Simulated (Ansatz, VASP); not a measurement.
CuI in VASP and in Ansatz

```xyz
4
Lattice="3.7705 -3.7482 0.0000 3.7705 3.7482 0.0000 0.0000 0.0000 4.3070" Properties=species:S:1:pos:R:3 pbc="T T T"
Cu    3.7705    0.5964    3.2302
Cu    3.7705   -0.5964    1.0767
I     3.7705   -2.0243    3.2302
I     3.7705    2.0243    1.0767
```

Change from the starting cell: equal xx and yy strain of +1 %, crystal datasets.

Alike in both runs: task electric field gradients; functional PBE; k mesh 5 × 5 × 6; occupations fermi-dirac, width 0.02 eV; no spin polarisation.

|  | VASP | Ansatz |
| --- | --- | --- |
| version | VASP 6.6.1 | Ansatz 0.2.0 |
| potentials or method | VASP PAW PBE potentials, release 64 (Cu, I), cutoff 520 eV | all-electron PAW with datasets made for the crystal, scalar-relativistic |

VASP gave:

- gap on the k mesh at the Fermi level (eV): 1.00
- pressure (GPa): 0.8
- traceless stress, the component that is largest in VASP (GPa): 0.26
- rms of the force components (eV/Å): 0.032
- size of Vzz on the site where it differs most (V/Å²): 410.7

Problem. What did Ansatz give for the same quantities?

Solution. gap on the k mesh at the Fermi level (eV): 0.98; pressure (GPa): 0.7; traceless stress, the component that is largest in VASP (GPa): 0.19; rms of the force components (eV/Å): 0.028; size of Vzz on the site where it differs most (V/Å²): 424.2.

Atom by atom the forces differ by 0.005 eV/Å (rms over components). Ansatz ran all-electron here, and VASP with PAW potentials.

Neither program's run includes spin-orbit coupling.
